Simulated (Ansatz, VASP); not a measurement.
# Ta: VASP beside Ansatz

File INCAR:

```
PREC = Accurate ; ENCUT = 600
EDIFF = 1E-6 ; ISMEAR = 0
SIGMA = 0.1 ; LREAL = F
LASPH = T ; NELM = 80
ALGO = Normal ; ISIF = 3
LWAVE = F ; LCHARG = F
GGA = PE ; IBRION = 2
NSW = 90 ; EDIFFG = -0.04
```

Contents of KPOINTS:

```
Automatic mesh
0
Gamma
  6 6 6
```

File POSCAR:

```
Ta
1.0
    0.0000000000      3.1908546500      3.1908546500
    3.1908546500      0.0000000000      3.1908546500
    3.1908546500      3.1908546500      0.0000000000
Ta
3
Direct
    0.2500000000      0.2500000000      0.2500000000
    0.7500000000      0.7500000000      0.7500000000
    0.5000000000      0.5000000000      0.5000000000
```

Input for Ansatz:

```yaml
crystal:
  lattice:
    - [0.0, 3.19085465, 3.19085465]
    - [3.19085465, 0.0, 3.19085465]
    - [3.19085465, 3.19085465, 0.0]
  atoms:
    - { symbol: Ta, position: [0.25, 0.25, 0.25] }
    - { symbol: Ta, position: [0.75, 0.75, 0.75] }
    - { symbol: Ta, position: [0.5, 0.5, 0.5] }
basis:
  ecutwfc: 420
kpoints:
  mp_grid: { grid: [6, 6, 6] }
hamiltonian:
  xc: pbe
scf:
  occupations: { method: gaussian, width: 0.1 }
  lower_state_search: "off"
output:
  forces: true
  stress: true
  eigenvalues: true
relax:
  adjacent_minimum: "off"
  f_tol: 0.04
  max_steps: 70
  cell: { stress_tol: 0.4 }
```

Alike in both runs: task relaxation of cell and atoms; functional PBE; k mesh 6 × 6 × 6; occupations gaussian, width 0.1 eV; no spin polarisation.

```csv
,VASP,Ansatz
version,VASP 6.6.1,Ansatz 0.2.0
potentials or method,"VASP PAW PBE potentials, release 64 (Ta_pv), cutoff 600 eV","scalar-relativistic, plane waves, PAW"
valence electrons in the cell,33,39
```

|  | VASP | Ansatz | Ansatz less VASP |
| --- | --- | --- | --- |
| gap on the k mesh at the Fermi level, each at its own relaxed structure (eV) | none | none | - |
| relaxed volume (Å³/atom) | 21.46 | 21.46 | -0.008 |
| relaxed length of the cell vector where the two differ most in proportion (Å) | 4.499 | 4.499 | -0.0005 |

A gap of «none» marks a metal or a gap that the smearing closes. VASP's potentials hold 33 valence electrons a cell and Ansatz's 39, so a difference there can come from the potentials and not from the codes.

Neither program's run includes spin-orbit coupling.
